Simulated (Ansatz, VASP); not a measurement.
SnC2: VASP beside Ansatz

The input INCAR:

```
PREC     = Accurate       # precision mode
ENCUT    = 600            # plane-wave cutoff, eV
EDIFF    = 1E-6           # SCF threshold, eV
ISMEAR   = 0              # smearing method
SIGMA    = 0.1            # smearing width, eV
LREAL    = F              # projectors in reciprocal space
LASPH    = T              # aspherical terms in the spheres
NELM     = 100            # most SCF steps
ALGO     = Normal         # electronic algorithm
ISIF     = 3              # what is computed and relaxed
LWAVE    = F              # write WAVECAR
LCHARG   = F              # write CHGCAR
IBRION   = 2              # ionic algorithm
NSW      = 100            # ionic steps
EDIFFG   = -0.05          # ionic threshold
```

File KPOINTS:

```
regular mesh
0
Gamma
  8 8 8
```

The input POSCAR:

```
SnC2
1.0
   -1.7597399453      1.7597399453      2.9131402279
    1.7597399453     -1.7597399453      2.9131402279
    1.7597399453      1.7597399453     -2.9131402279
Sn C
1 2
Direct
    0.0000000000      0.0000000000      0.0000000000
    0.5978927200      0.5978927200      0.0000000000
    0.4021072800      0.4021072800      0.0000000000
```

Input for Ansatz:

```yaml
crystal:
  lattice:
    - [-1.7597399453, 1.7597399453, 2.9131402279]
    - [1.7597399453, -1.7597399453, 2.9131402279]
    - [1.7597399453, 1.7597399453, -2.9131402279]
  atoms:
    - { symbol: Sn, position: [0.0, 0.0, 0.0] }
    - { symbol: C, position: [0.59789272, 0.59789272, 0.0] }
    - { symbol: C, position: [0.40210728, 0.40210728, 0.0] }
basis:
  ecutwfc: 420
kpoints:
  mp_grid: { grid: [8, 8, 8] }
hamiltonian:
  xc: lda
scf:
  occupations: { method: gaussian, width: 0.1 }
output:
  forces: true
  stress: true
  eigenvalues: true
relax:
  adjacent_minimum: "off"
  f_tol: 0.05
  max_steps: 80
  cell: { stress_tol: 0.5 }
```

Alike in both runs: task relaxation of cell and atoms; functional LDA; k mesh 8 × 8 × 8; occupations gaussian, width 0.1 eV; no spin polarisation.

|  | VASP | Ansatz |
| --- | --- | --- |
| version | VASP 6.6.1 | Ansatz 0.2.0 |
| potentials or method | VASP PAW LDA potentials, release 64 (Sn_d, C), cutoff 600 eV | scalar-relativistic, plane waves, PAW |
| valence electrons in the cell | 22 | 22 |

|  | VASP | Ansatz | Ansatz less VASP |
| --- | --- | --- | --- |
| gap on the k mesh at the Fermi level, each at its own relaxed structure (eV) | 0.28 | 0.30 | +0.027 |
| relaxed volume (Å³/atom) | 16.77 | 16.74 | -0.031 |
| relaxed cell length with the largest relative difference (Å) | 4.270 | 4.268 | -0.0022 |

LDA's correlation is that of Perdew and Zunger in VASP and of Perdew and Wang (1992) in Ansatz.

Noted on VASP's run: the volume moved by over 15 % at a fixed basis, so the end points are rough.
